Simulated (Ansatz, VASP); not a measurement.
One calculation of GaP, two programs

Contents of INCAR:

```
  PREC = Accurate
  ENCUT = 520
  EDIFF = 1E-7
  ISMEAR = 0
  SIGMA = 0.05
  LREAL = False
  LASPH = True
  NELM = 80
  ALGO = Normal
  ISIF = 2
  LWAVE = False
  LCHARG = True
  LDIPOL = True
  IDIPOL = 3
  DIPOL = 0.5 0.5 0.500
  GGA = PS
  LELF = True
  LVHAR = True
  LVACPOTAV = True
  NBANDS = 36
```

Contents of KPOINTS:

```
regular mesh
0
Gamma
  7 5 1
```

The input POSCAR:

```
GaP
1.0
    3.8455650120      0.0000000000      0.0000000000
    0.0000000000      5.4384501950      0.0000000000
    0.0000000000      0.0000000000     18.8455650120
Ga P
3 3
Direct
    0.5000000000      0.5000000000      0.3979716180
    0.0000000000      0.0000000000      0.5000000000
    0.5000000000      0.5000000000      0.6020283820
    0.0000000000      0.7500000000      0.3979716180
    0.5000000000      0.2500000000      0.5000000000
    0.0000000000      0.7500000000      0.6020283820
```

Input for Ansatz:

```yaml
crystal:
  lattice:
    - [3.845565012, 0.0, 0.0]
    - [0.0, 5.438450195, 0.0]
    - [0.0, 0.0, 18.845565012]
  atoms:
    - { symbol: Ga, position: [0.5, 0.5, 0.397971618] }
    - { symbol: P, position: [0.0, 0.75, 0.397971618] }
    - { symbol: Ga, position: [0.0, 0.0, 0.5] }
    - { symbol: P, position: [0.5, 0.25, 0.5] }
    - { symbol: Ga, position: [0.5, 0.5, 0.602028382] }
    - { symbol: P, position: [0.0, 0.75, 0.602028382] }
basis:
  ecutwfc: 420
kpoints:
  mp_grid: { grid: [7, 5, 1] }
hamiltonian:
  xc: pbesol
scf:
  occupations: { method: gaussian, width: 0.05 }
output:
  forces: true
  stress: true
  eigenvalues: true
  write_density: true
  write_potential: true
  elf: true
  volumetric_format: npy
efield:
  axis: 3
  dipole_correction: true
```

Alike in both runs: task single point; functional PBEsol; k mesh 7 × 5 × 1; occupations gaussian, width 0.05 eV; no spin polarisation.

```csv
,VASP,Ansatz
version,VASP 6.6.1,Ansatz 0.2.0
potentials or method,"VASP PAW PBE potentials, release 64 (Ga_d, P), cutoff 520 eV","scalar-relativistic, plane waves, PAW"
valence electrons in the cell,54,54
```

```csv
,VASP,Ansatz,Ansatz less VASP
gap on the k mesh at the Fermi level (eV),0.02,0.03,+0.001
least direct gap on the mesh (eV),0.02,0.03,+0.001
rms of the force components (eV/Å),0.799,0.795,-0.0043
```

VASP's potentials were made for PBE, not for PBEsol. Ansatz's warnings: xc potential rough in thin density.
